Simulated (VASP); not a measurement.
# SnO in VASP: single point with PBE+D3(BJ)

Aim: the single point of SnO with PBE+D3(BJ).

Everything below comes from runs of VASP 6.6.1. Logs are shortened: lines on timing, memory, paths and dates and some standing lists are left out, and cuts for length are marked.

## (1) The cell of the first run

The cell holds a slab with vacuum, 8 atoms: a = 3.820 Å, b = 3.820 Å, c = 22.226 Å, α = 90.00°, β = 90.00°, γ = 90.00°.

## (2) Single point, PBE+D3(BJ)

The input, INCAR:

```
SYSTEM = SnO
PREC     = Accurate       ! precision mode
ENCUT    = 520            ! plane-wave cutoff, eV
EDIFF    = 1E-6           ! SCF threshold, eV
ISMEAR   = 0              ! smearing method
SIGMA    = 0.05           ! smearing width, eV
LREAL    = .False.        ! projectors in reciprocal space
LASPH    = .True.         ! aspherical terms in the spheres
NELM     = 100            ! most SCF steps
ALGO     = Normal         ! electronic algorithm
ISIF     = 2              ! what is computed and relaxed
LWAVE    = .False.        ! write WAVECAR
LCHARG   = .True.         ! write CHGCAR
LDIPOL   = .True.       
IDIPOL   = 3            
DIPOL    = 0.5 0.5 0.408
GGA      = PE             ! functional
IVDW     = 12             ! dispersion correction
LELF     = .True.         ! ELF
LVHAR    = .True.       
LVACPOTAV= .True.       
NBANDS   = 50             ! bands
```

The input, KPOINTS:

```
Automatic mesh
0
Gamma
  7 7 1
  0 0 0
```

The input, POSCAR:

```
SnO
1.0
    3.8201636883      0.0000000000      0.0000000000
    0.0000000000      3.8201636883      0.0000000000
    0.0000000000      0.0000000000     22.2260802162
Sn O
4 4
Direct
    0.7500000000      0.2500000000      0.2024648501
    0.2500000000      0.7500000000      0.3087831971
    0.5000000000      1.0000000000      0.5067488283
    1.0000000000      0.5000000000      0.6130671753
    0.2500000000      0.2500000000      0.2556240236
    0.7500000000      0.7500000000      0.2556240236
    1.0000000000      1.0000000000      0.5599080018
    0.5000000000      0.5000000000      0.5599080018
```

Potentials or basis: VASP PAW PBE potentials, release 64 (Sn_d, O).

Command:

```
cat potpaw_PBE.64/Sn_d/POTCAR potpaw_PBE.64/O/POTCAR > POTCAR
mpirun -np 1 vasp_std > vasp.out
```

OUTCAR:

```text
SYSTEM = SnO
   PREC = Accurate
   ENCUT = 520
   EDIFF = 1E-6
   ISMEAR = 0
   LREAL = .False.
   LASPH = .True.
   NELM = 100
   ISIF = 2
   GGA = PE
   IVDW = 12
 IVDW          = 12

 ion  position               nearest neighbor table
   1  0.750  0.250  0.202-   5 2.25   6 2.25   6 2.25   5 2.25   2 3.59   2 3.59   2 3.59   2 3.59

   2  0.250  0.750  0.309-   5 2.25   6 2.25   5 2.25   6 2.25   1 3.59   1 3.59   1 3.59   1 3.59

   3  0.500  0.000  0.507-   7 2.25   8 2.25   8 2.25   7 2.25   4 3.59   4 3.59   4 3.59   4 3.59

   4  0.000  0.500  0.613-   7 2.25   8 2.25   7 2.25   8 2.25   3 3.59   3 3.59   3 3.59   3 3.59

   5  0.250  0.250  0.256-   1 2.25   2 2.25   2 2.25   1 2.25
   6  0.750  0.750  0.256-   1 2.25   2 2.25   1 2.25   2 2.25
   7  0.000  0.000  0.560-   3 2.25   3 2.25   4 2.25   4 2.25
   8  0.500  0.500  0.560-   3 2.25   3 2.25   4 2.25   4 2.25

  LATTYP: Found a simple tetragonal cell.
 ALAT       =     3.8201636883
 C/A-ratio  =     5.8180962989

  Lattice vectors:

 A1 = (   3.8201636883,   0.0000000000,   0.0000000000)
 A2 = (   0.0000000000,   3.8201636883,   0.0000000000)
 A3 = (   0.0000000000,   0.0000000000,  22.2260802162)

Analysis of symmetry for initial positions (statically):
=====================================================================
 Subroutine PRICEL returns:
 Original cell was already a primitive cell.

 Routine SETGRP: Setting up the symmetry group for a
 simple tetragonal supercell.

 Subroutine GETGRP returns: Found  4 space group operations
 (whereof  1 operations were pure point group operations)
 out of a pool of 16 trial point group operations.

The static configuration has the point symmetry C_1 .
 The point group associated with its full space group is C_2h.

Analysis of symmetry for dynamics (positions and initial velocities):
=====================================================================
 Subroutine PRICEL returns:
 Original cell was already a primitive cell.

 Routine SETGRP: Setting up the symmetry group for a
 simple tetragonal supercell.

 Subroutine GETGRP returns: Found  4 space group operations
 (whereof  1 operations were pure point group operations)
 out of a pool of 16 trial point group operations.

The dynamic configuration has the point symmetry C_1 .
 The point group associated with its full space group is C_2h.

 Subroutine INISYM returns: Found  4 space group operations
 (whereof  1 operations are pure point group operations),
 and found     1 'primitive' translations

----------------------------------------------------------------------------------------

                                     Primitive cell

  volume of cell :     324.3596

  direct lattice vectors                    reciprocal lattice vectors
     3.820163688  0.000000000  0.000000000     0.261768888  0.000000000  0.000000000
     0.000000000  3.820163688  0.000000000     0.000000000  0.261768888  0.000000000
     0.000000000  0.000000000 22.226080216     0.000000000  0.000000000  0.044992189

  length of vectors
     3.820163688  3.820163688 22.226080216     0.261768888  0.261768888  0.044992189

  position of ions in fractional coordinates (direct lattice)
     0.750000000  0.250000000  0.202464850
     0.250000000  0.750000000  0.308783197
     0.500000000  0.000000000  0.506748828
     0.000000000  0.500000000  0.613067175
     0.250000000  0.250000000  0.255624024
     0.750000000  0.750000000  0.255624024
     0.000000000  0.000000000  0.559908002
     0.500000000  0.500000000  0.559908002

  ion indices of the primitive-cell ions
   primitive index   ion index
                 1           1
                 2           2
                 3           3
                 4           4
                 5           5
                 6           6
                 7           7
                 8           8

----------------------------------------------------------------------------------------

 KPOINTS: Automatic mesh

Automatic generation of k-mesh.
 Grid dimensions read from file:
 generate k-points for:    7    7    1

 Generating k-lattice:

  Cartesian coordinates                     Fractional coordinates (reciprocal lattice)
     0.037395555  0.000000000  0.000000000     0.142857143  0.000000000  0.000000000
     0.000000000  0.037395555  0.000000000     0.000000000  0.142857143  0.000000000
     0.000000000  0.000000000  0.044992189     0.000000000  0.000000000  1.000000000

  Length of vectors
     0.037395555  0.037395555  0.044992189

  Shift w.r.t. Gamma in fractional coordinates (k-lattice)
     0.000000000  0.000000000  0.000000000

 Subroutine IBZKPT returns following result:
 ===========================================

 Found     16 irreducible k-points:

 Following reciprocal coordinates:
            Coordinates               Weight
  0.000000  0.000000  0.000000      1.000000
  0.142857  0.000000  0.000000      4.000000
  0.285714  0.000000  0.000000      4.000000
  0.428571  0.000000  0.000000      4.000000
  0.142857  0.142857  0.000000      2.000000
 -0.142857  0.142857  0.000000      2.000000
[... 8 lines left out ...]
  0.428571  0.428571  0.000000      2.000000
 -0.428571  0.428571  0.000000      2.000000
   k-points           NKPTS =     16   k-points in BZ     NKDIM =     16   number of bands    NBANDS=     50
   number of dos      NEDOS =    301   number of ions     NIONS =      8
   total plane-waves  NPLWV = 131712
   dimension x,y,z NGX =    28 NGY =   28 NGZ =  168
   dimension x,y,z NGXF=    56 NGYF=   56 NGZF=  336
   ions per type =               4   4
   NGX,Y,Z   is equivalent  to a cutoff of  12.19, 12.19, 12.57 a.u.
   NGXF,Y,Z  is equivalent  to a cutoff of  24.37, 24.37, 25.13 a.u.
 SYSTEM =  SnO
   PREC   = accura    normal or accurate (medium, high low for compatibility)
   ISTART =      0    job   : 0-new  1-cont  2-samecut
   ICHARG =      2    charge: 1-file 2-atom 10-const
   ISPIN  =      1    spin polarized calculation?
   LNONCOLLINEAR =      F non collinear calculations
   LSORBIT =      F    spin-orbit coupling
   LASPH  =      T    aspherical Exc in radial PAW
   ENCUT  =  520.0 eV  38.22 Ry    6.18 a.u.   7.10  7.10 41.33*2*pi/ulx,y,z
   NELM   =    100;   NELMIN=  2; NELMDL= -5     # of ELM steps
   EDIFF  = 0.1E-05   stopping-criterion for ELM
   LREAL  =      F    real-space projection
   EDIFFG = 0.1E-04   stopping-criterion for IOM
   NSW    =      0    number of steps for IOM
   IBRION =     -1    ionic relax: 0-MD 1-quasi-New 2-CG
   NFREE  =      0    steps in history (QN), initial steepest desc. (CG)
   ISIF   =      2    stress and relaxation
   ISYM   =      2    0-nonsym 1-usesym 2-fastsym
   POTIM  = 0.5000    time-step for ionic-motion
   TEBEG  =    0.0;   TEEND  =   0.0 temperature during run
   PSTRESS=    0.0 pullay stress
   NELECT =      80.0000    total number of electrons
   NUPDOWN=      -1.0000    fix difference up-down
   EMIN   =  10.00;   EMAX   =-10.00  energy-range for DOS
   EFERMI =   0.00;   METHOD = LEGACY
   ISMEAR =     0;   SIGMA  =   0.05  broadening in eV -4-tet -1-fermi 0-gaus
   EFERMI_NEDOS =   21; number of points for ismear=-14 and -15
   IALGO  =     38    algorithm
   IMIX   =      4    mixing-type and parameters
     AMIX     =   0.40;   BMIX     =  1.00
     AMIX_MAG =   1.60;   BMIX_MAG =  1.00
  volume/ion in A,a.u.               =      40.54       273.61
  Fermi-wavevector in a.u.,A,eV,Ry     =   1.026666  1.940118 14.341129  1.054043
  Thomas-Fermi vector in A             =   2.160571
   LORBIT       =      0    0 simple, 1 ext, 2 COOP (PROOUT), +10 PAW based schemes
   GGA     = PE    functional components
   LHFCALC =     F    Hartree Fock is set to
   AEXX    =    0.0000 exact exchange contribution
   IVDW    =    12    specifies the selected vdW correction
   LEPSILON=     F    determine dielectric tensor
   LRPA    =     F    only Hartree local field effects (RPA)
 non-spin polarized calculation
 Gauss-broadening in eV      SIGMA  =   0.05
  energy-cutoff  :      520.00
  volume of cell :      324.36
 maximum number of plane-waves:      8769
   NGX = 15   NGY = 15   NGZ = 83

 dipolmoment           0.000000      0.000000      0.000004 electrons x Angstroem

 number of electron      79.9999970 magnetization

 dipolmoment           0.000000      0.000000     -0.000000 electrons x Angstroem

 Free energy of the ion-electron system (eV)
  ---------------------------------------------------
  ext. energy  EPLUGINS =         0.00000000
  ---------------------------------------------------
  free energy    TOTEN  =       -45.16911689 eV

  energy without entropy =      -45.16911689  energy(sigma->0) =      -45.16911689

 E-fermi :   0.0199     XC(G=0):  -5.3432

 val. band max:       -0.2541242903   @ k =  -0.1429   0.1429   0.0000
 cond. band min:       2.3287530494   @ k =   0.0000   0.0000   0.0000
 fundamental gap:      2.5828773397
 Fermi energy:         0.0198767235

 k-point     1 :       0.0000    0.0000    0.0000
  band No.  band energies     occupation
      1     -21.0533      2.00000
      2     -21.0533      2.00000
      3     -20.6927      2.00000
      4     -20.6927      2.00000
      5     -20.6548      2.00000
      6     -20.6547      2.00000
[... 42 lines left out ...]
     49       5.1459      0.00000
     50       5.2115      0.00000

 k-point     2 :       0.1429    0.0000    0.0000
  band No.  band energies     occupation
      1     -21.0444      2.00000
      2     -21.0443      2.00000
      3     -20.6933      2.00000
      4     -20.6933      2.00000
      5     -20.6565      2.00000
      6     -20.6565      2.00000
[... 42 lines left out ...]
     49       5.3214      0.00000
     50       5.4910      0.00000

 k-point     3 :       0.2857    0.0000    0.0000
  band No.  band energies     occupation
      1     -21.0194      2.00000
      2     -21.0194      2.00000
      3     -20.7897      2.00000
      4     -20.7896      2.00000
      5     -20.6609      2.00000
      6     -20.6609      2.00000
[... 42 lines left out ...]
     49       5.6080      0.00000
     50       5.8183      0.00000

 k-point     4 :       0.4286    0.0000    0.0000
  band No.  band energies     occupation
      1     -20.9756      2.00000
      2     -20.9755      2.00000
      3     -20.9007      2.00000
      4     -20.9006      2.00000
      5     -20.6639      2.00000
      6     -20.6639      2.00000
[... 575 lines left out ...]
 k-point    15 :       0.4286    0.4286    0.0000
  band No.  band energies     occupation
      1     -20.9942      2.00000
      2     -20.9940      2.00000
      3     -20.9801      2.00000
      4     -20.9801      2.00000
      5     -20.6596      2.00000
      6     -20.6595      2.00000
[... 42 lines left out ...]
     49       5.9831      0.00000
     50       6.3598      0.00000

 k-point    16 :      -0.4286    0.4286    0.0000
  band No.  band energies     occupation
      1     -20.9941      2.00000
      2     -20.9940      2.00000
      3     -20.9803      2.00000
      4     -20.9800      2.00000
      5     -20.6595      2.00000
      6     -20.6595      2.00000
[... 42 lines left out ...]
     49       5.9787      0.00000
     50       6.4576      0.00000

------------------------ aborting loop because EDIFF is reached ----------------------------------------

 Edisp (eV)   -1.22222

 E8    (eV) :    -0.5403

  FORCE on cell =-STRESS in cart. coord.  units (eV):
  Direction    XX          YY          ZZ          XY          YZ          ZX
  --------------------------------------------------------------------------------------
  -------------------------------------------------------------------------------------
  Total       0.17014     0.17014    -0.07859     0.01602     0.12303     0.12302
  in kB       0.84039     0.84039    -0.38819     0.07914     0.60768     0.60768
  external pressure =        0.43 kB  Pullay stress =        0.00 kB

 VOLUME and BASIS-vectors are now :
 -----------------------------------------------------------------------------
  energy-cutoff  :      520.00
  volume of cell :      324.36
      direct lattice vectors                 reciprocal lattice vectors
     3.820163688  0.000000000  0.000000000     0.261768888  0.000000000  0.000000000
     0.000000000  3.820163688  0.000000000     0.000000000  0.261768888  0.000000000
     0.000000000  0.000000000 22.226080216     0.000000000  0.000000000  0.044992189

 POSITION                                       TOTAL-FORCE (eV/Angst)
 -----------------------------------------------------------------------------------
      2.86512      0.95504      4.50000        -0.002342     -0.002342     -0.084071
      0.95504      2.86512      6.86304        -0.010701     -0.010701      0.139458
      1.91008      0.00000     11.26304         0.010701      0.010701     -0.139458
      0.00000      1.91008     13.62608         0.002342      0.002342      0.084071
      0.95504      0.95504      5.68152         0.004707     -0.012706      0.005363
      2.86512      2.86512      5.68152        -0.012706      0.004707      0.005363
      0.00000      0.00000     12.44456         0.012706     -0.004707     -0.005363
      1.91008      1.91008     12.44456        -0.004707      0.012706     -0.005363
 -----------------------------------------------------------------------------------
    total drift:                               -0.000000     -0.000000     -0.000003

  FREE ENERGIE OF THE ION-ELECTRON SYSTEM (eV)
  ---------------------------------------------------
  free  energy   TOTEN  =       -46.3913379361 eV

  energy  without entropy=      -46.3913379361  energy(sigma->0) =      -46.39133794

 vacuum level on the upper side and lower side of the slab         4.929         4.929
```

It took 5.5 min on 1 thread of AMD EPYC 7R13 (Zen 3), shared host; peak memory 0.43 GiB.

What came out:

```yaml
Free_energy: -46.3913 eV
Largest_force: 0.140 eV/Å
Band_gap_on_the_k_mesh: 2.58 eV, indirect (least direct gap 2.61 eV)
Dispersion_energy_per_atom: -0.153 eV
```

Forces on the atoms (eV/Å):
```
Sn  -0.002 -0.002 -0.084
Sn  -0.011 -0.011  0.139
Sn   0.011  0.011 -0.139
Sn   0.002  0.002  0.084
O    0.005 -0.013  0.005
O   -0.013  0.005  0.005
O    0.013 -0.005 -0.005
O   -0.005  0.013 -0.005
```

Caveat: spin-orbit coupling is left out, which moves the levels of the heavy elements.
